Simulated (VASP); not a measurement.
**NaTbC: single point with PBE**

The system is NaTbC.

```xyz
3
Lattice="2.8027 -3.2156 0.0000 2.8027 3.2156 0.0000 0.0000 0.0000 3.5319" Properties=species:S:1:pos:R:3 pbc="T T T"
Na    0.0000    0.0000    0.0000
Tb    2.8027    0.0000    0.0000
C     2.8027    0.0000    1.7659
```

The cell was generated, and may not be a known phase.

```yaml
Program: VASP 6.6.1
Task: single point
Functional: PBE
Potentials_or_basis: VASP PAW PBE potentials, release 64 (Na_pv, Tb_3, C), 4f in core
Cutoff: 600 eV
k_mesh: 4 × 4 × 6
Occupations: gaussian, width 0.1 eV
Spin: no spin polarisation
```

| Quantity | Value |
| --- | --- |
| Pressure | 34.2 GPa |
| Band gap on the k mesh | zero (bands 10 and 11 overlap by 1.60 eV) |

Stress tensor (GPa, compression positive):
```
14.65  0.00  0.00
 0.00  5.97  0.00
 0.00  0.00 81.92
```

Levels at points of the mesh, in eV from the Fermi level:
```csv
k point,band 7,band 8,band 9,band 10,band 11,band 12,band 13,band 14
"(0.00, 0.00, 0.00)",-10.63,-3.28,-0.48,-0.27,-0.14,2.47,3.35,3.67
"(0.50, 0.00, 0.00)",-10.54,-2.33,-1.39,-0.26,1.51,2.10,2.76,3.62
"(0.50, 0.50, 0.00)",-10.47,-1.67,-1.36,-1.07,2.84,2.91,3.00,3.10
"(0.00, 0.00, 0.50)",-4.23,-3.92,-3.80,-3.56,-1.40,0.84,2.31,3.06
"(0.50, 0.00, 0.50)",-4.48,-3.93,-3.87,-3.59,0.08,2.06,2.39,4.39
"(0.50, 0.50, 0.50)",-4.30,-4.29,-3.85,-3.72,0.64,2.98,3.23,4.27
```

It took 13 s on 1 thread of Intel(R) Xeon(R) 6975P-C (Granite Rapids), with other jobs on the host, peak memory 0.21 GiB.

Caveat: the k points lie up to 0.37 Å⁻¹ apart, too coarse for converged energies and pressures of a metal; spin-orbit coupling is left out, which moves the levels of the heavy elements; the 4f electrons are frozen in the core, so they carry no moment and show no levels. Spin polarisation is off, so any magnetic state and its effect on volume and gap are missing.
